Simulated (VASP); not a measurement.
# NaI (Fm-3m) in VASP: notebook

Runs on NaI. Level: PBEsol. Tasks: relaxation of cell and atoms.

All numbers are computed with VASP 6.6.1; they aren't measurements. Logs are shortened: lines on timing, memory, paths and dates and some standing lists are left out, and cuts for length are marked.

## 1. The cell of the first run

It takes space group Fm-3m (No. 225, cubic). The conventional cell has a = 6.473 Å, b = 6.473 Å, c = 6.473 Å, α = 90.00°, β = 90.00°, γ = 90.00°. Within 4.3 Å of I (site symmetry m-3m) lie 6 Na at 3.24 Å. Within 4.3 Å of Na (site symmetry m-3m) lie 6 I at 3.24 Å.

## 2. Relaxation of cell and atoms, PBEsol

The input, INCAR:

```
SYSTEM = NaI
ALGO = Normal ; EDIFF = 1E-6
EDIFFG = -0.02 ; ENCUT = 600
GGA = PS ; IBRION = 2
ISIF = 3 ; ISMEAR = -1
LASPH = .TRUE. ; LCHARG = .FALSE.
LREAL = .FALSE. ; LWAVE = .FALSE.
NELM = 80 ; NSW = 80
PREC = Accurate ; SIGMA = 0.05
```

The input, KPOINTS:

```
k-points
0
G
  7 7 7
  0 0 0
```

The input, POSCAR:

```
NaI
1.0
    0.0000000000      3.2364000000      3.2364000000
    3.2364000000      0.0000000000      3.2364000000
    3.2364000000      3.2364000000      0.0000000000
I Na
1 1
Direct
    0.5000000000      0.5000000000      0.5000000000
    0.0000000000      0.0000000000      0.0000000000
```

Potentials or basis: VASP PAW PBE potentials, release 64 (I, Na_pv).

Command:

```bash
$ cat potpaw_PBE.64/I/POTCAR potpaw_PBE.64/Na_pv/POTCAR > POTCAR
$ mpirun -np 1 vasp_std > vasp.out
```

OUTCAR:

```text
SYSTEM = NaI
   EDIFF = 1E-6
   EDIFFG = -0.02
   ENCUT = 600
   GGA = PS
   IBRION = 2
   ISIF = 3
   ISMEAR = -1
   LASPH = .TRUE.
   LREAL = .FALSE.
   NELM = 80
   NSW = 80
   PREC = Accurate

 ion  position               nearest neighbor table
   1  0.500  0.500  0.500-
   2  0.000  0.000  0.000-

  LATTYP: Found a face centered cubic cell.
 ALAT       =     6.4728000000

  Lattice vectors:

 A1 = (   0.0000000000,   3.2364000000,   3.2364000000)
 A2 = (   3.2364000000,   0.0000000000,   3.2364000000)
 A3 = (   3.2364000000,   3.2364000000,   0.0000000000)

Analysis of symmetry for initial positions (statically):
=====================================================================
 Subroutine PRICEL returns:
 Original cell was already a primitive cell.

 Routine SETGRP: Setting up the symmetry group for a
 face centered cubic supercell.

 Subroutine GETGRP returns: Found 48 space group operations
 (whereof 48 operations were pure point group operations)
 out of a pool of 48 trial point group operations.

The static configuration has the point symmetry O_h .

Analysis of symmetry for dynamics (positions and initial velocities):
=====================================================================
 Subroutine PRICEL returns:
 Original cell was already a primitive cell.

 Routine SETGRP: Setting up the symmetry group for a
 face centered cubic supercell.

 Subroutine GETGRP returns: Found 48 space group operations
 (whereof 48 operations were pure point group operations)
 out of a pool of 48 trial point group operations.

The dynamic configuration has the point symmetry O_h .

 Subroutine INISYM returns: Found 48 space group operations
 (whereof 48 operations are pure point group operations),
 and found     1 'primitive' translations

----------------------------------------------------------------------------------------

                                     Primitive cell

  volume of cell :      67.7980

  direct lattice vectors                    reciprocal lattice vectors
     0.000000000  3.236400000  3.236400000    -0.154492646  0.154492646  0.154492646
     3.236400000  0.000000000  3.236400000     0.154492646 -0.154492646  0.154492646
     3.236400000  3.236400000  0.000000000     0.154492646  0.154492646 -0.154492646

  length of vectors
     4.576960773  4.576960773  4.576960773     0.267589113  0.267589113  0.267589113

  position of ions in fractional coordinates (direct lattice)
     0.500000000  0.500000000  0.500000000
[... 65 lines left out ...]
   ISTART =      0    job   : 0-new  1-cont  2-samecut
   ICHARG =      2    charge: 1-file 2-atom 10-const
   ISPIN  =      1    spin polarized calculation?
   LNONCOLLINEAR =      F non collinear calculations
   LSORBIT =      F    spin-orbit coupling
   LASPH  =      T    aspherical Exc in radial PAW
   ENCUT  =  600.0 eV  44.10 Ry    6.64 a.u.   9.14  9.14  9.14*2*pi/ulx,y,z
   NELM   =     80;   NELMIN=  2; NELMDL= -5     # of ELM steps
   EDIFF  = 0.1E-05   stopping-criterion for ELM
   LREAL  =      F    real-space projection
   EDIFFG = -.2E-01   stopping-criterion for IOM
   NSW    =     80    number of steps for IOM
   IBRION =      2    ionic relax: 0-MD 1-quasi-New 2-CG
   NFREE  =      1    steps in history (QN), initial steepest desc. (CG)
   ISIF   =      3    stress and relaxation
   ISYM   =      2    0-nonsym 1-usesym 2-fastsym
   POTIM  = 0.5000    time-step for ionic-motion
   TEBEG  =    0.0;   TEEND  =   0.0 temperature during run
   PSTRESS=    0.0 pullay stress
   NELECT =      14.0000    total number of electrons
   NUPDOWN=      -1.0000    fix difference up-down
   EMIN   =  10.00;   EMAX   =-10.00  energy-range for DOS
   EFERMI =   0.00;   METHOD = LEGACY
   ISMEAR =    -1;   SIGMA  =   0.05  broadening in eV -4-tet -1-fermi 0-gaus
   EFERMI_NEDOS =   21; number of points for ismear=-14 and -15
   IALGO  =     38    algorithm
   IMIX   =      4    mixing-type and parameters
     AMIX     =   0.40;   BMIX     =  1.00
     AMIX_MAG =   1.60;   BMIX_MAG =  1.00
  volume/ion in A,a.u.               =      33.90       228.76
  Fermi-wavevector in a.u.,A,eV,Ry     =   0.967636  1.828567 12.739397  0.936319
  Thomas-Fermi vector in A             =   2.097538
   LORBIT       =      0    0 simple, 1 ext, 2 COOP (PROOUT), +10 PAW based schemes
   GGA     = PS    functional components
   LHFCALC =     F    Hartree Fock is set to
   AEXX    =    0.0000 exact exchange contribution
   IVDW    =     0    specifies the selected vdW correction
   LEPSILON=     F    determine dielectric tensor
   LRPA    =     F    only Hartree local field effects (RPA)
 conjugate gradient relaxation of ions
 non-spin polarized calculation
  energy-cutoff  :      600.00
  volume of cell :       67.80
 maximum number of plane-waves:      2281
 NGX is ok and might be reduce to    40
   NGX = 19   NGY = 19   NGZ = 19

--------------------------------------- Ionic step        1  -------------------------------------------

 number of electron      13.9999994 magnetization

 Free energy of the ion-electron system (eV)
  ---------------------------------------------------
  ext. energy  EPLUGINS =         0.00000000
  ---------------------------------------------------
  free energy    TOTEN  =        -5.66691543 eV

  energy without entropy =       -5.66691543  energy(sigma->0) =       -5.66691543

------------------------ aborting loop because EDIFF is reached ----------------------------------------

  FORCE on cell =-STRESS in cart. coord.  units (eV):
  Direction    XX          YY          ZZ          XY          YZ          ZX
  --------------------------------------------------------------------------------------
  -------------------------------------------------------------------------------------
  Total       -0.2043909     -0.2043909     -0.2043909      0.0000000      0.0000000     -0.0000000
  in kB       -4.8300929     -4.8300929     -4.8300929      0.0000000      0.0000000     -0.0000000
  external PRESSURE =      -4.8300929 kB  Pullay stress =       0.0000000 kB
[... 59 lines left out ...]
--------------------------------------- Ionic step        3  -------------------------------------------

 number of electron      14.0000002 magnetization

 Free energy of the ion-electron system (eV)
  ---------------------------------------------------
  ext. energy  EPLUGINS =         0.00000000
  ---------------------------------------------------
  free energy    TOTEN  =        -5.67010339 eV

  energy without entropy =       -5.67010339  energy(sigma->0) =       -5.67010339

 E-fermi :   1.9918     XC(G=0):  -7.9616

 val. band max:        0.9181034793   @ k =   0.0000   0.0000   0.0000
 cond. band min:       4.4973118681   @ k =   0.0000   0.0000   0.0000
 fundamental gap:      3.5792083888
 Fermi energy:         1.9917853711

 k-point     1 :       0.0000    0.0000    0.0000
  band No.  band energies     occupation
      1     -21.2967      2.00000
      2     -21.2967      2.00000
      3     -21.2967      2.00000
      4     -10.2143      2.00000
      5       0.9181      2.00000
      6       0.9181      2.00000
      7       0.9181      2.00000
      8       4.4973      0.00000
      9       8.7626      0.00000
     10       8.7626      0.00000
     11       8.7626      0.00000
[... 293 lines left out ...]
  FREE ENERGIE OF THE ION-ELECTRON SYSTEM (eV)
  ---------------------------------------------------
  free  energy   TOTEN  =        -5.6701033872 eV

  energy  without entropy=       -5.6701033871  energy(sigma->0) =       -5.67010339

 reached required accuracy - stopping structural energy minimisation
```

OSZICAR:

```text
N       E                     dE             d eps       ncg     rms          rms(c)
DAV:   1     0.802122170951E+02    0.80212E+02   -0.72707E+03   440   0.126E+03
DAV:   2     0.116614605749E+01   -0.79046E+02   -0.73840E+02   473   0.245E+02
DAV:   3    -0.553465252944E+01   -0.67008E+01   -0.66566E+01   551   0.733E+01
[... 25 lines left out ...]
DAV:   5    -0.567013497973E+01    0.81339E-04   -0.82720E-06   491   0.376E-02    0.347E-02
DAV:   6    -0.567010361866E+01    0.31361E-04   -0.44517E-05   488   0.887E-02    0.673E-02
DAV:   7    -0.567010531130E+01   -0.16926E-05   -0.15793E-06   449   0.994E-03    0.134E-01
DAV:   8    -0.567010318822E+01    0.21231E-05   -0.15913E-06   422   0.808E-03    0.469E-02
DAV:   9    -0.567010338716E+01   -0.19894E-06   -0.34209E-07   238   0.474E-03
   3 F= -.56701034E+01 E0= -.56701034E+01  d E =-.318796E-02
```

Wall time 33 s (1 thread of Intel Xeon Platinum 8488C (Sapphire Rapids), shared host); peak memory 0.24 GiB.

Results:

| Item | Value |
| --- | --- |
| Free energy | -5.6701 eV |
| Relaxed volume | 32.95 Å³/atom |
| Relaxed cell | a = 4.534 Å, b = 4.534 Å, c = 4.534 Å, α = 60.00°, β = 60.00°, γ = 60.00° |
| Space group after relaxing (to 0.1 Å) | Fm-3m (No. 225) |
| Energy gained by relaxing | 1.6 meV/atom |
| Ionic steps | 3 |
| Pressure after relaxing | 0.0 GPa |
| Band gap on the k mesh | 3.58 eV |

The path:
```
step  energy change (eV)  largest force (eV/Å)  pressure (GPa)  volume (Å³)
   1              0.0000                0.0000           -0.48        67.80
   2             -0.0023                0.0000           -0.26        66.80
   3             -0.0032                0.0000           -0.03        65.89
```

Final structure:
```
I Na
1.0
     0.00000    3.20583    3.20583
     3.20583    0.00000    3.20583
     3.20583    3.20583    0.00000
I Na
1 1
Direct
  0.50000 0.50000 0.50000
  0.00000 0.00000 0.00000
```

Levels at points of the mesh, in eV from the valence-band top:
```csv
k point,band 5,band 6,band 7,band 8,band 9,band 10
"(0.00, 0.00, 0.00)",0.00,0.00,0.00,3.58,7.84,7.84
```

Caveat: the PAW data sets were made with another functional, which shifts forces and pressure a little; spin-orbit coupling is left out, which moves the levels of the heavy elements.

## 3. Relaxation of cell and atoms, PBEsol, target pressure 5 GPa, at which the enthalpy is minimised

The input, INCAR:

```
SYSTEM = NaI
PREC     = Accurate       ! precision mode
ENCUT    = 600            ! plane-wave cutoff, eV
EDIFF    = 1E-7           ! SCF threshold, eV
ISMEAR   = -1             ! smearing method
SIGMA    = 0.05           ! smearing width, eV
LREAL    = .FALSE.        ! projectors in reciprocal space
LASPH    = .TRUE.         ! aspherical terms in the spheres
NELM     = 60             ! most SCF steps
ALGO     = Normal         ! electronic algorithm
ISIF     = 3              ! what is computed and relaxed
LWAVE    = .FALSE.        ! write WAVECAR
LCHARG   = .FALSE.        ! write CHGCAR
GGA      = PS             ! functional
IBRION   = 2              ! ionic algorithm
NSW      = 80             ! ionic steps
EDIFFG   = -0.02          ! ionic threshold
PSTRESS  = 50.0
```

The input, KPOINTS:

```
Automatic mesh
0
G
  7 7 7
  0 0 0
```

POSCAR is that of step 2.

Potentials or basis: VASP PAW PBE potentials, release 64 (I, Na_pv).

Command:

```bash
$ cat potpaw_PBE.64/I/POTCAR potpaw_PBE.64/Na_pv/POTCAR > POTCAR
$ mpirun -np 1 vasp_std > vasp.out
```

It took 38 s on 1 thread of Intel Xeon Platinum 8488C (Sapphire Rapids), shared host; peak memory 0.25 GiB.

The run converged. Its results:

| Property | Result |
| --- | --- |
| Free energy | -5.5290 eV |
| Relaxed volume | 27.34 Å³/atom |
| Relaxed cell | a = 4.260 Å, b = 4.260 Å, c = 4.260 Å, α = 60.00°, β = 60.00°, γ = 60.00° |
| Space group after relaxing (to 0.1 Å) | Fm-3m (No. 225) |
| Energy change on relaxing (the run minimises the enthalpy) | +69.0 meV/atom |
| Ionic steps | 3 |
| Pressure after relaxing | 4.9 GPa |
| Band gap on the k mesh | 4.18 eV |

The path:
| step | energy change (eV) | largest force (eV/Å) | pressure (GPa) | volume (Å³) |
| --- | --- | --- | --- | --- |
| 1 | 0.0000 | 0.0000 | -0.49 | 67.80 |
| 2 | 0.0775 | 0.0000 | 3.40 | 57.03 |
| 3 | 0.1379 | 0.0000 | 4.91 | 54.68 |

Final structure:
```xyz
2
Lattice="0.0000 3.0126 3.0126 3.0126 0.0000 3.0126 3.0126 3.0126 0.0000" Properties=species:S:1:pos:R:3 pbc="T T T"
I     3.0126    3.0126    3.0126
Na    0.0000    0.0000    0.0000
```

Levels at points of the mesh, in eV from the valence-band top:
```
           k point  band 3  band 4  band 5  band 6  band 7  band 8  band 9  band 10  band 11
(0.00, 0.00, 0.00)  -22.13  -11.75    0.00    0.00    0.00    4.18    7.77     7.77     7.77
```

Caveat: the cell is relaxed towards a set pressure, so the run minimises the enthalpy, not the energy; the volume moved by over 15 % at a fixed basis, so the end points are rough; the PAW data sets were made with another functional, which shifts forces and pressure a little; spin-orbit coupling is left out, which moves the levels of the heavy elements.

## 4. Relaxation of cell and atoms, PBEsol, target pressure 10 GPa, at which the enthalpy is minimised

The input, INCAR:

```
  PREC = Accurate
  ENCUT = 600
  EDIFF = 1E-7
  ISMEAR = -1
  SIGMA = 0.05
  LREAL = False
  LASPH = True
  NELM = 80
  ALGO = Normal
  ISIF = 3
  LWAVE = False
  LCHARG = False
  GGA = PS
  IBRION = 2
  NSW = 80
  EDIFFG = -0.02
  PSTRESS = 100.0
```

The input, KPOINTS:

```
regular mesh
0
Gamma
  7 7 7
```

POSCAR is that of step 3.

Command:

```bash
$ cat potpaw_PBE.64/I/POTCAR potpaw_PBE.64/Na_pv/POTCAR > POTCAR
$ mpirun -np 1 vasp_std > vasp.out
```

It took 36 s on 1 thread of Intel Xeon Platinum 8488C (Sapphire Rapids), shared host; peak memory 0.25 GiB.

Results (log left out):

| Item | Value |
| --- | --- |
| Free energy | -5.2763 eV |
| Relaxed volume | 24.54 Å³/atom |
| Relaxed cell | a = 4.110 Å, b = 4.110 Å, c = 4.110 Å, α = 60.00°, β = 60.00°, γ = 60.00° |
| Space group after relaxing (to 0.1 Å) | Fm-3m (No. 225) |
| Energy change on relaxing (the run minimises the enthalpy) | +195.3 meV/atom |
| Ionic steps | 3 |
| Pressure after relaxing | 10.0 GPa |
| Band gap on the k mesh | 4.63 eV |

Step by step:
| step | energy change (eV) | largest force (eV/Å) | pressure (GPa) | volume (Å³) |
| --- | --- | --- | --- | --- |
| 1 | 0.0000 | 0.0000 | -0.49 | 67.80 |
| 2 | 0.4442 | 0.0000 | 11.04 | 48.27 |
| 3 | 0.3907 | 0.0000 | 10.02 | 49.09 |

Final structure:
```cif
data_structure
_symmetry_space_group_name_H-M 'P 1'
_symmetry_Int_Tables_number 1
_cell_length_a 4.1099
_cell_length_b 4.1099
_cell_length_c 4.1099
_cell_angle_alpha 60.000
_cell_angle_beta 60.000
_cell_angle_gamma 60.000
_cell_volume 49.09
loop_
_atom_site_label
_atom_site_type_symbol
_atom_site_fract_x
_atom_site_fract_y
_atom_site_fract_z
_atom_site_occupancy
I1 I 0.50000 0.50000 0.50000 1
Na1 Na 0.00000 0.00000 0.00000 1
```

Levels at points of the mesh, in eV from the valence-band top:
| k point | band 3 | band 4 | band 5 | band 6 | band 7 | band 8 | band 9 | band 10 | band 11 |
| --- | --- | --- | --- | --- | --- | --- | --- | --- | --- |
| (0.00, 0.00, 0.00) | -22.20 | -12.23 | 0.00 | 0.00 | 0.00 | 4.63 | 7.67 | 7.67 | 7.67 |

Caveat: the cell is relaxed towards a set pressure, so the run minimises the enthalpy, not the energy; the volume moved by over 15 % at a fixed basis, so the end points are rough; the PAW data sets were made with another functional, which shifts forces and pressure a little; spin-orbit coupling is left out, which moves the levels of the heavy elements; an odd mesh through Γ misses points on the zone boundary, where band edges can lie.

[end of part 1 of 2]
